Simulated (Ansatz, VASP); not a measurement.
## SnGe7: VASP beside Ansatz

```xyz
8
Lattice="5.1699 0.0000 0.0000 0.0000 5.1699 0.0000 0.0000 0.0000 6.3794" Properties=species:S:1:pos:R:3 pbc="T T T"
Sn    0.0000    0.0000    0.0000
Ge    0.0000    0.0000    3.1897
Ge    0.0000    2.5850    3.7439
Ge    2.5850    2.5850    4.4837
Ge    2.5850    0.0000    5.2724
Ge    0.0000    2.5850    1.1070
Ge    2.5850    2.5850    1.8957
Ge    2.5850    0.0000    2.6355
```

Alike in both runs: functional PBE; k mesh 3 × 3 × 3; occupations gaussian, width 0.2 eV; no spin polarisation.

Ansatz relaxed the structure, and its values are those at the end. VASP's run is a single point on that final structure, the one shown.

|  | VASP | Ansatz |
| --- | --- | --- |
| version | VASP 6.6.1 | Ansatz 0.2.0 |
| potentials or method | VASP PAW PBE potentials, release 64 (Sn_d, Ge_d), cutoff 520 eV | scalar-relativistic, plane waves, PAW |
| valence electrons in the cell | 112 | 112 |

VASP gave:

- gap on the k mesh at the Fermi level (eV): none
- pressure (GPa): 0.2
- rms of the force components (eV/Å): 0.006

Q: Which values does Ansatz return?

A: gap on the k mesh at the Fermi level (eV): none; pressure (GPa): 0.1; rms of the force components (eV/Å): 0.006.

A gap of «none» marks a metal or a gap that the smearing closes.

The k mesh is coarse, so the values compare programs but aren't converged.
